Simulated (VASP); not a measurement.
Write the native input for VASP 6.6.1 that does the following.

```yaml
Task: single point
Functional: PBE
Potentials_or_basis: VASP PAW PBE potentials, release 64 (Ni, Ge_d)
Cutoff: 520 eV
k_mesh: 18 × 18 × 18
Occupations: gaussian, width 0.1 eV
Spin: no spin polarisation
Dipole_correction: no
Further_INCAR_settings: ALGO = Normal; EDIFF = 1e-06; NBANDS = 19
```

The structure of NiGe lies in POSCAR:

```
NiGe
1.0
    2.9767831880      0.0000000000      0.0000000000
    0.0000000000      2.9767831880      0.0000000000
    0.0000000000      0.0000000000      2.9767831880
Ni Ge
1 1
Direct
    0.5000000000      0.5000000000      0.5000000000
    0.0000000000      0.0000000000      0.0000000000
```

One way to write it, as run:

INCAR

```
PREC = Accurate ; ENCUT = 520
EDIFF = 1E-6 ; ISMEAR = 0
SIGMA = 0.1 ; LREAL = F
LASPH = T ; NELM = 80
ALGO = Normal ; ISIF = 2
LWAVE = F ; LCHARG = F
GGA = PE ; NBANDS = 19
```

KPOINTS

```
regular mesh
0
Gamma
  18 18 18
```

Potentials or basis: VASP PAW PBE potentials, release 64 (Ni, Ge_d).

Command:

```bash
$ cat potpaw_PBE.64/Ni/POTCAR potpaw_PBE.64/Ge_d/POTCAR > POTCAR
$ mpirun -np 1 vasp_std > vasp.out
```

It gave:

```
Pressure               : 0.2 GPa
Band gap on the k mesh : zero (band 12 reaches 12.03 eV, above the bottom of band 13 at 8.57 eV)
```

Wall time 75 s on 1 thread of Intel(R) Xeon(R) Platinum 8375C CPU @ 2.90GHz (Ice Lake) (shared host), peak memory 0.23 GiB.
